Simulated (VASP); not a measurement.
# Li (P1) in VASP: notebook

Runs on Li. Level: LDA. Tasks: single point.

Program: VASP 6.6.1. These are calculated values, not measurements. Logs are shortened: lines on timing, memory, paths and dates and some standing lists are left out, and cuts for length are marked.

## 1. The cell of the first run

The typed cell holds 16 atoms: a = 7.205 Å, b = 7.205 Å, c = 7.205 Å, α = 90.00°, β = 90.00°, γ = 90.00°.

## 2. Single point, LDA

INCAR reads:

```
SYSTEM = Li
PREC = Accurate ; ENCUT = 520
EDIFF = 1E-6 ; ISMEAR = -1
SIGMA = 0.1 ; LREAL = Auto
LASPH = .TRUE. ; NELM = 60
ALGO = Normal ; ISIF = 2
LWAVE = .FALSE. ; LCHARG = .FALSE.
NBANDS = 38
```

KPOINTS reads:

```
regular mesh
0
G
  3 3 3
  0 0 0
```

POSCAR reads:

```
Li
1.0
    7.2053150000      0.0000000000      0.0000000000
    0.0000000000      7.2053150000      0.0000000000
    0.0000000000      0.0000000000      7.2053150000
Li
16
Direct
    0.0302554434     -0.0193884653      0.0019291315
    0.5568111873     -0.0640360623     -0.0080357347
   -0.0289924868      0.5425161842     -0.1048531535
    0.0735429332      0.0528221181      0.5160357320
    0.1832397334      0.3009306325      0.2101781810
    0.5423912764      0.5764633468      0.0629951640
    0.4812142148      0.0266192387      0.4775918888
    0.8211160789      0.2127318514      0.1639067827
    0.1750652123      0.5344110563      0.4863631916
    0.2898277175      0.7956348890      0.2536460932
    0.2889256056      0.2690652664      0.8667629382
    0.5620156787      0.4422707404      0.4798263504
    0.8540084646      0.7643801832      0.3528228814
    0.7885706593      0.2182139157      0.7357485412
    0.3045807158      0.8373679707      0.7496826995
    0.7701120631      0.7727212481      0.6570011165
```

Potentials or basis: VASP PAW LDA potentials, release 64 (Li_sv).

Command:

```console
> cat potpaw_LDA.64/Li_sv/POTCAR > POTCAR
> mpirun -np 1 vasp_std > vasp.out
```

OUTCAR:

```text
SYSTEM = Li
   PREC = Accurate
   ENCUT = 520
   EDIFF = 1E-6
   ISMEAR = -1
   LREAL = Auto
   LASPH = .TRUE.
   NELM = 60
   ISIF = 2

 ion  position               nearest neighbor table
   1  0.030  0.981  0.002-   8 2.54
   2  0.557  0.936  0.992-
   3  0.971  0.543  0.895-
   4  0.074  0.053  0.516-
   5  0.183  0.301  0.210-  11 2.60
   6  0.542  0.576  0.063-
   7  0.481  0.027  0.478-
   8  0.821  0.213  0.164-   1 2.54
   9  0.175  0.534  0.486-
  10  0.290  0.796  0.254-
  11  0.289  0.269  0.867-   5 2.60
  12  0.562  0.442  0.480-
  13  0.854  0.764  0.353-  16 2.27
  14  0.789  0.218  0.736-
  15  0.305  0.837  0.750-
  16  0.770  0.773  0.657-  13 2.27

  LATTYP: Found a simple cubic cell.
 ALAT       =     7.2053150000

  Lattice vectors:

 A1 = (   7.2053150000,   0.0000000000,   0.0000000000)
 A2 = (   0.0000000000,   7.2053150000,   0.0000000000)
 A3 = (   0.0000000000,   0.0000000000,   7.2053150000)

Analysis of symmetry for initial positions (statically):
=====================================================================
 Subroutine PRICEL returns:
 Original cell was already a primitive cell.

 Routine SETGRP: Setting up the symmetry group for a
 simple cubic supercell.

 Subroutine GETGRP returns: Found  1 space group operations
 (whereof  1 operations were pure point group operations)
 out of a pool of 48 trial point group operations.

The static configuration has the point symmetry C_1 .

Analysis of symmetry for dynamics (positions and initial velocities):
=====================================================================
 Subroutine PRICEL returns:
 Original cell was already a primitive cell.

 Routine SETGRP: Setting up the symmetry group for a
 simple cubic supercell.

 Subroutine GETGRP returns: Found  1 space group operations
 (whereof  1 operations were pure point group operations)
 out of a pool of 48 trial point group operations.

The dynamic configuration has the point symmetry C_1 .

 Subroutine INISYM returns: Found  1 space group operations
 (whereof  1 operations are pure point group operations),
 and found     1 'primitive' translations

----------------------------------------------------------------------------------------

                                     Primitive cell

  volume of cell :     374.0752

  direct lattice vectors                    reciprocal lattice vectors
     7.205315000  0.000000000  0.000000000     0.138786438  0.000000000  0.000000000
     0.000000000  7.205315000  0.000000000     0.000000000  0.138786438  0.000000000
     0.000000000  0.000000000  7.205315000     0.000000000  0.000000000  0.138786438

  length of vectors
     7.205315000  7.205315000  7.205315000     0.138786438  0.138786438  0.138786438

  position of ions in fractional coordinates (direct lattice)
     0.030255443  0.980611535  0.001929131
     0.556811187  0.935963938  0.991964265
     0.971007513  0.542516184  0.895146846
     0.073542933  0.052822118  0.516035732
     0.183239733  0.300930632  0.210178181
     0.542391276  0.576463347  0.062995164
[... 8 lines left out ...]
     0.304580716  0.837367971  0.749682699
     0.770112063  0.772721248  0.657001116

  ion indices of the primitive-cell ions
   primitive index   ion index
                 1           1
                 2           2
                 3           3
                 4           4
                 5           5
                 6           6
[... 8 lines left out ...]
                15          15
                16          16

----------------------------------------------------------------------------------------

 KPOINTS: regular mesh

Automatic generation of k-mesh.
 Grid dimensions read from file:
 generate k-points for:    3    3    3

 Generating k-lattice:

  Cartesian coordinates                     Fractional coordinates (reciprocal lattice)
     0.046262146  0.000000000  0.000000000     0.333333333  0.000000000  0.000000000
     0.000000000  0.046262146  0.000000000     0.000000000  0.333333333  0.000000000
     0.000000000  0.000000000  0.046262146     0.000000000  0.000000000  0.333333333

  Length of vectors
     0.046262146  0.046262146  0.046262146

  Shift w.r.t. Gamma in fractional coordinates (k-lattice)
     0.000000000  0.000000000  0.000000000

 Subroutine IBZKPT returns following result:
 ===========================================

 Found     14 irreducible k-points:

 Following reciprocal coordinates:
            Coordinates               Weight
  0.000000  0.000000  0.000000      1.000000
  0.333333  0.000000  0.000000      2.000000
  0.000000  0.333333  0.000000      2.000000
  0.000000  0.000000  0.333333      2.000000
  0.333333  0.333333  0.000000      2.000000
  0.000000  0.333333  0.333333      2.000000
  0.333333  0.000000  0.333333      2.000000
 -0.333333  0.333333  0.000000      2.000000
 -0.333333  0.000000  0.333333      2.000000
  0.000000 -0.333333  0.333333      2.000000
  0.333333  0.333333  0.333333      2.000000
 -0.333333  0.333333  0.333333      2.000000
 -0.333333 -0.333333  0.333333      2.000000
  0.333333 -0.333333  0.333333      2.000000
   k-points           NKPTS =     14   k-points in BZ     NKDIM =     14   number of bands    NBANDS=     38
   number of dos      NEDOS =    301   number of ions     NIONS =     16
   total plane-waves  NPLWV = 157464
   dimension x,y,z NGX =    54 NGY =   54 NGZ =   54
   dimension x,y,z NGXF=   108 NGYF=  108 NGZF=  108
   ions per type =              16
   NGX,Y,Z   is equivalent  to a cutoff of  12.46, 12.46, 12.46 a.u.
   NGXF,Y,Z  is equivalent  to a cutoff of  24.92, 24.92, 24.92 a.u.
 SYSTEM =  Li
   PREC   = accura    normal or accurate (medium, high low for compatibility)
   ISTART =      0    job   : 0-new  1-cont  2-samecut
   ICHARG =      2    charge: 1-file 2-atom 10-const
   ISPIN  =      1    spin polarized calculation?
   LNONCOLLINEAR =      F non collinear calculations
   LSORBIT =      F    spin-orbit coupling
   LASPH  =      T    aspherical Exc in radial PAW
   ENCUT  =  520.0 eV  38.22 Ry    6.18 a.u.  13.40 13.40 13.40*2*pi/ulx,y,z
   NELM   =     60;   NELMIN=  2; NELMDL= -5     # of ELM steps
   EDIFF  = 0.1E-05   stopping-criterion for ELM
   LREAL  =      T    real-space projection
   EDIFFG = 0.1E-04   stopping-criterion for IOM
[... 5 lines left out ...]
   POTIM  = 0.5000    time-step for ionic-motion
   TEBEG  =    0.0;   TEEND  =   0.0 temperature during run
   PSTRESS=    0.0 pullay stress
   NELECT =      48.0000    total number of electrons
   NUPDOWN=      -1.0000    fix difference up-down
   EMIN   =  10.00;   EMAX   =-10.00  energy-range for DOS
   EFERMI =   0.00;   METHOD = LEGACY
   ISMEAR =    -1;   SIGMA  =   0.10  broadening in eV -4-tet -1-fermi 0-gaus
   EFERMI_NEDOS =   21; number of points for ismear=-14 and -15
   IALGO  =     38    algorithm
   IMIX   =      4    mixing-type and parameters
     AMIX     =   0.40;   BMIX     =  1.00
     AMIX_MAG =   1.60;   BMIX_MAG =  1.00
  volume/ion in A,a.u.               =      23.38       157.77
  Fermi-wavevector in a.u.,A,eV,Ry     =   0.825725  1.560395  9.276756  0.681822
  Thomas-Fermi vector in A             =   1.937634
   LORBIT       =      0    0 simple, 1 ext, 2 COOP (PROOUT), +10 PAW based schemes
   GGA     = CA    functional components
   LHFCALC =     F    Hartree Fock is set to
   AEXX    =    0.0000 exact exchange contribution
   IVDW    =     0    specifies the selected vdW correction
   LEPSILON=     F    determine dielectric tensor
   LRPA    =     F    only Hartree local field effects (RPA)
 non-spin polarized calculation
  energy-cutoff  :      520.00
  volume of cell :      374.08
 maximum number of plane-waves:     10083
 NGX is ok and might be reduce to    54
   NGX = 27   NGY = 27   NGZ = 27

 number of electron      47.9999990 magnetization

 Free energy of the ion-electron system (eV)
  ---------------------------------------------------
  ext. energy  EPLUGINS =         0.00000000
  ---------------------------------------------------
  free energy    TOTEN  =       -30.52566572 eV

  energy without entropy =      -30.27606030  energy(sigma->0) =      -30.40086301

 E-fermi :   0.1797     XC(G=0):  -6.7686

 val. band max:        0.1633063406   @ k =   0.0000   0.3333   0.0000
 cond. band min:       0.2053312736   @ k =   0.0000   0.3333   0.3333
 fundamental gap:      0.0420249330
 Fermi energy:         0.1796852300

 k-point     1 :       0.0000    0.0000    0.0000
  band No.  band energies     occupation
      1     -45.9553      2.00000
      2     -45.9438      2.00000
      3     -45.9032      2.00000
      4     -45.8964      2.00000
      5     -45.8815      2.00000
      6     -45.8668      2.00000
[... 28 lines left out ...]
     35       2.7536      0.00000
     36       3.2365      0.00000

 k-point     2 :       0.3333    0.0000    0.0000
  band No.  band energies     occupation
      1     -45.9553      2.00000
      2     -45.9438      2.00000
      3     -45.9032      2.00000
      4     -45.8964      2.00000
      5     -45.8815      2.00000
      6     -45.8668      2.00000
[... 28 lines left out ...]
     35       2.9982      0.00000
     36       3.1632      0.00000

 k-point     3 :       0.0000    0.3333    0.0000
  band No.  band energies     occupation
      1     -45.9553      2.00000
      2     -45.9438      2.00000
      3     -45.9032      2.00000
      4     -45.8964      2.00000
      5     -45.8815      2.00000
      6     -45.8668      2.00000
[... 28 lines left out ...]
     35       2.9347      0.00000
     36       3.1767      0.00000

 k-point     4 :       0.0000    0.0000    0.3333
  band No.  band energies     occupation
      1     -45.9553      2.00000
      2     -45.9438      2.00000
      3     -45.9032      2.00000
      4     -45.8964      2.00000
      5     -45.8816      2.00000
      6     -45.8668      2.00000
[... 28 lines left out ...]
     35       2.9849      0.00000
     36       3.0947      0.00000

 k-point     5 :       0.3333    0.3333    0.0000
  band No.  band energies     occupation
      1     -45.9553      2.00000
      2     -45.9438      2.00000
      3     -45.9031      2.00000
      4     -45.8964      2.00000
      5     -45.8815      2.00000
      6     -45.8668      2.00000
[... 265 lines left out ...]
 k-point    12 :      -0.3333    0.3333    0.3333
  band No.  band energies     occupation
      1     -45.9553      2.00000
      2     -45.9438      2.00000
      3     -45.9031      2.00000
      4     -45.8963      2.00000
      5     -45.8816      2.00000
      6     -45.8668      2.00000
[... 28 lines left out ...]
     35       2.9976      0.00000
     36       3.4346      0.00000

 k-point    13 :      -0.3333   -0.3333    0.3333
  band No.  band energies     occupation
      1     -45.9553      2.00000
      2     -45.9438      2.00000
      3     -45.9031      2.00000
      4     -45.8963      2.00000
      5     -45.8816      2.00000
      6     -45.8668      2.00000
[... 28 lines left out ...]
     35       3.0218      0.00000
     36       3.5331      0.00000

 k-point    14 :       0.3333   -0.3333    0.3333
  band No.  band energies     occupation
      1     -45.9553      2.00000
      2     -45.9438      2.00000
      3     -45.9031      2.00000
      4     -45.8963      2.00000
      5     -45.8816      2.00000
      6     -45.8668      2.00000
[... 28 lines left out ...]
     35       2.9571      0.00000
     36       3.3131      0.00000
 [bands above 36 left out]

------------------------ aborting loop because EDIFF is reached ----------------------------------------

  FORCE on cell =-STRESS in cart. coord.  units (eV):
  Direction    XX          YY          ZZ          XY          YZ          ZX
  --------------------------------------------------------------------------------------
  -------------------------------------------------------------------------------------
  Total       -4.5566971     -4.0686037     -2.1005824      0.2251899      0.5132989     -0.9761764
  in kB      -19.5164950    -17.4259740     -8.9968687      0.9644962      2.1984776     -4.1809980
  external PRESSURE =     -15.3131125 kB  Pullay stress =       0.0000000 kB

 VOLUME and BASIS-vectors are now :
 -----------------------------------------------------------------------------
  energy-cutoff  :      520.00
  volume of cell :      374.08
      direct lattice vectors                 reciprocal lattice vectors
     7.205315000  0.000000000  0.000000000     0.138786438  0.000000000  0.000000000
     0.000000000  7.205315000  0.000000000     0.000000000  0.138786438  0.000000000
     0.000000000  0.000000000  7.205315000     0.000000000  0.000000000  0.138786438

 POSITION                                       TOTAL-FORCE (eV/Angst)
 -----------------------------------------------------------------------------------
      0.21800      7.06562      0.01390         0.067147     -0.337547     -0.225459
      4.01200      6.74391      7.14742         0.315349      0.530494      0.116793
      6.99641      3.90900      6.44982         0.144108      0.053940      0.275374
      0.52990      0.38060      3.71820        -0.068167      0.119403      0.014644
      1.32030      2.16830      1.51440         0.328324     -0.088432      0.069630
      3.90810      4.15360      0.45390         0.090722     -0.438454     -0.106245
[... 8 lines left out ...]
      2.19460      6.03350      5.40170        -0.163465     -0.476804     -0.056973
      5.54890      5.56770      4.73390        -0.314095      0.120307      0.830584
 -----------------------------------------------------------------------------------
    total drift:                                0.001522     -0.004271     -0.007777

  FREE ENERGIE OF THE ION-ELECTRON SYSTEM (eV)
  ---------------------------------------------------
  free  energy   TOTEN  =       -30.5256657170 eV

  energy  without entropy=      -30.2760603012  energy(sigma->0) =      -30.40086301
```

Run time: 2.8 min. Hardware: 1 thread of Intel Xeon Platinum 8559C (Emerald Rapids), shared host; peak memory 0.34 GiB.

What came out:

```
Free energy            : -30.5257 eV
Largest force          : 1.034 eV/Å
Band gap on the k mesh : zero (band 24 reaches 0.45 eV, above the bottom of band 25 at 0.04 eV)
```

Forces on the atoms (eV/Å):
```
Li   0.067 -0.338 -0.225
Li   0.315  0.530  0.117
Li   0.144  0.054  0.275
Li  -0.068  0.119  0.015
Li   0.328 -0.088  0.070
Li   0.091 -0.438 -0.106
Li   0.323  0.228 -0.166
Li  -0.476  0.281  0.379
Li  -0.324 -0.012  0.509
Li  -0.165  0.020 -0.168
Li   0.232 -0.067 -0.483
Li   0.005  0.152 -0.023
Li   0.049 -0.069 -1.031
Li  -0.044 -0.015  0.064
Li  -0.163 -0.477 -0.057
Li  -0.314  0.120  0.831
```

Caveat: the cutoff is under 1.25 times the usual one of these potentials, so pressure, stress and relaxed cells hold a basis-set (Pulay) error; forces of over 1 eV/Å act on the atoms, so gaps and moduli don't describe the material at rest.

## 3. Single point, LDA

INCAR reads:

```
PREC = Accurate
ENCUT = 520
EDIFF = 1E-6
ISMEAR = -1
SIGMA = 0.1
LREAL = Auto
LASPH = T
NELM = 60
ALGO = Normal
ISIF = 2
LWAVE = F
LCHARG = T
LELF = T
LVHAR = T
NBANDS = 38
```

KPOINTS reads:

```
regular mesh
0
Gamma
  3 3 3
```

POSCAR reads:

```
Li
1.0
    7.2053150000      0.0000000000      0.0000000000
    0.0000000000      7.2053150000      0.0000000000
    0.0000000000      0.0000000000      7.2053150000
Li
16
Direct
    0.0659513151      0.0143366390     -0.0765545989
    0.6680901529      0.0756802444      0.0065507199
    0.0537658659      0.4225769449     -0.0869080672
    0.1167055153      0.0403868533      0.5664429661
    0.2783223218      0.3197361947      0.2671500136
    0.6346842574      0.5173403245     -0.0378470615
    0.5206573203      0.0764713271      0.3939869388
    0.9021534798      0.2915070333      0.2815005312
   -0.0106310411      0.5427382425      0.5335089444
    0.3139349217      0.7961761561      0.2231269556
    0.4493488487      0.2274154565      0.7897642227
    0.5002695927      0.5752281476      0.5247376416
    0.9119379236      0.6721288382      0.1674597155
    0.7697650970      0.1857795253      0.7051461317
    0.3521289493      0.8107764893      0.8170635149
    0.7576767983      0.8062520514      0.7655321107
```

Potentials or basis: VASP PAW LDA potentials, release 64 (Li_sv).

Command:

```console
> cat potpaw_LDA.64/Li_sv/POTCAR > POTCAR
> mpirun -np 1 vasp_std > vasp.out
```

Run time: 2.7 min. Hardware: 1 thread of Intel Xeon Platinum 8559C (Emerald Rapids), shared host; peak memory 0.34 GiB.

The run converged. Its results:

```yaml
Free_energy: -30.1854 eV
Largest_force: 1.115 eV/Å
Band_gap_on_the_k_mesh: zero (band 24 reaches 0.35 eV, above the bottom of band 25 at 0.06 eV)
```

Forces on the atoms (eV/Å):
```
Li  -0.102  0.118  0.666
Li  -0.074 -0.369  0.934
Li   0.146  0.045 -0.104
Li   0.071 -0.047 -0.487
Li   0.024  0.221 -0.284
Li  -0.189 -0.224  0.270
Li   0.336 -0.255  0.332
Li  -0.408 -0.358 -0.171
Li   0.276  0.177  0.270
Li  -0.117 -0.118 -0.068
Li  -1.081  0.160 -0.225
Li   0.178 -0.211 -0.088
Li  -0.025  0.515  0.119
Li   0.639  0.543 -0.690
Li   0.148 -0.157 -0.140
Li   0.180 -0.040 -0.334
```

Levels at points of the mesh, in eV from the Fermi level:
| k point | band 21 | band 22 | band 23 | band 24 | band 25 | band 26 | band 27 | band 28 |
| --- | --- | --- | --- | --- | --- | --- | --- | --- |
| (0.00, 0.00, 0.00) | -1.07 | -1.03 | -0.79 | 0.15 | 0.40 | 0.44 | 0.54 | 0.60 |

Caveat: the cutoff is under 1.25 times the usual one of these potentials, so pressure, stress and relaxed cells hold a basis-set (Pulay) error; forces of over 1 eV/Å act on the atoms, so gaps and moduli don't describe the material at rest.

## 4. Single point, LDA

INCAR reads:

```
  PREC = Accurate
  ENCUT = 520
  EDIFF = 1E-7
  ISMEAR = -1
  SIGMA = 0.1
  LREAL = Auto
  LASPH = True
  NELM = 100
  ALGO = Normal
  ISIF = 2
  LWAVE = False
  LCHARG = False
  NBANDS = 38
```

KPOINTS reads:

```
Automatic mesh
0
Gamma
  3 3 3
```

POSCAR reads:

```
Li
1.0
    7.2053150000      0.0000000000      0.0000000000
    0.0000000000      7.2053150000      0.0000000000
    0.0000000000      0.0000000000      7.2053150000
Li
16
Direct
    0.1904288709     -0.0655488344      0.0746115888
    0.5737153754      0.0234687866      0.0427184655
    0.1265871097      0.5282766957     -0.1349836891
    0.1437133560     -0.0990935164      0.4878065706
    0.3402765875      0.4059919657      0.1938707746
    0.5840410863      0.4843924242     -0.0618016006
    0.5657629125      0.0917239566      0.4824216568
    0.9188078523      0.2797518221      0.1862791564
    0.1310005184      0.5483590933      0.4822689917
    0.5096515558      0.6857299091      0.2863858138
    0.2863719352      0.1804223688      0.7448251742
    0.5284016035      0.4801178019      0.5643750481
    0.9027918974      0.6448295460      0.2098867294
    0.8864012191      0.2832214830      0.6273146976
    0.4188852257      0.8020190651      0.7997152102
    0.7971476611      0.7057984280      0.6785130144
```

Command:

```console
> cat potpaw_LDA.64/Li_sv/POTCAR > POTCAR
> mpirun -np 1 vasp_std > vasp.out
```

It took 3.5 min on 1 thread of Intel Xeon Platinum 8559C (Emerald Rapids), shared host; peak memory 0.34 GiB.

It converged, with:

```yaml
Free_energy: -30.2957 eV
Largest_force: 0.863 eV/Å
Band_gap_on_the_k_mesh: zero (band 24 reaches 0.50 eV, above the bottom of band 25 at 0.04 eV)
```

Forces on the atoms (eV/Å):
```
Li  -0.237 -0.039  0.092
Li   0.399  0.274 -0.001
Li   0.002  0.131  0.257
Li   0.003  0.365 -0.019
Li  -0.446 -0.738 -0.040
Li   0.374 -0.265  0.023
Li  -0.007 -0.277 -0.232
Li  -0.073 -0.301  0.034
Li   0.236 -0.355  0.055
Li   0.049  0.813 -0.100
Li   0.008  0.223  0.188
Li  -0.149 -0.313  0.054
Li  -0.264  0.399 -0.117
Li  -0.039 -0.134  0.195
Li  -0.142 -0.220 -0.418
Li   0.285  0.435  0.030
```

Levels at points of the mesh, in eV from the Fermi level:
| k point | band 20 | band 21 | band 22 | band 23 | band 24 | band 25 | band 26 | band 27 | band 28 | band 29 |
| --- | --- | --- | --- | --- | --- | --- | --- | --- | --- | --- |
| (0.00, 0.00, 0.00) | -1.10 | -1.08 | -1.04 | -0.91 | 0.30 | 0.38 | 0.48 | 0.55 | 0.62 | 0.82 |

Caveat: the cutoff is under 1.25 times the usual one of these potentials, so pressure, stress and relaxed cells hold a basis-set (Pulay) error.
